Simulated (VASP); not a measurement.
Set up this calculation in VASP 6.6.1, as the native input.

| Quantity | Value |
| --- | --- |
| Task | single point |
| Functional | PBE |
| Potentials or basis | VASP PAW PBE potentials, release 64 (In_d) |
| Cutoff | 520 eV |
| k mesh | 11 × 11 × 14 |
| Occupations | gaussian, width 0.01 eV |
| Spin | no spin polarisation |
| Dipole correction | no |
| Further INCAR settings | ALGO = Normal; EDIFF = 1e-06; NBANDS = 12 |

The structure of In lies in POSCAR:

```
In
1.0
   -1.6482197047      1.6973406184      2.5249789927
    1.6973406184     -1.6482197047      2.5249789927
    1.6043570008      1.6043570008     -2.4927016059
In
1
Direct
    0.0000000000      0.0000000000      0.0000000000
```

The input as run:

INCAR

```
SYSTEM = In
PREC = Accurate ; ENCUT = 520
EDIFF = 1E-6 ; ISMEAR = 0
SIGMA = 0.01 ; LREAL = .False.
LASPH = .True. ; NELM = 80
ALGO = Normal ; ISIF = 2
LWAVE = .False. ; LCHARG = .False.
GGA = PE ; NBANDS = 12
```

KPOINTS

```
Automatic mesh
0
Gamma
  11 11 14
  0 0 0
```

Potentials or basis: VASP PAW PBE potentials, release 64 (In_d).

Run with:

```sh
$ cat potpaw_PBE.64/In_d/POTCAR > POTCAR
$ mpirun -np 1 vasp_std > vasp.out
```

It gave:

The pressure is -0.1 GPa and the band gap on the k mesh is zero (an odd number of electrons rules out a gap without spin polarisation).

Caveat: spin-orbit coupling is left out, which moves the levels of the heavy elements.

Wall time 50 s on 1 thread of Intel(R) Xeon(R) 6975P-C (Granite Rapids), with other jobs on the host, peak memory 0.27 GiB.
